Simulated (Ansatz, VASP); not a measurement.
**One calculation of Si, two programs**

```xyz
1
Lattice="15.0000 0.0000 0.0000 0.0000 15.5000 0.0000 0.0000 0.0000 16.0000" Properties=species:S:1:pos:R:3 pbc="T T T"
Si    7.5000    7.7500    8.0000
```

Alike in both runs: task single point; functional PBE; k mesh 1 × 1 × 1; occupations gaussian, width 0.005 eV; collinear spin.

|  | VASP | Ansatz |
| --- | --- | --- |
| version | VASP 6.6.1 | Ansatz 0.2.0 |
| potentials or method | VASP PAW PBE potentials, release 64 (Si), cutoff 520 eV | scalar-relativistic, plane waves, PAW |
| valence electrons in the cell | 4 | 4 |

```tsv
	VASP	Ansatz	Ansatz less VASP
gap on the k mesh at the Fermi level (eV)	1.63	0.24	-1.387
net moment per atom (μB)	2.00	2.00	0.000
size of the moment on the site where the two differ most (μB)	0.57	2.00	+1.428
```

Site moments also hang on the region over which each program counts them.
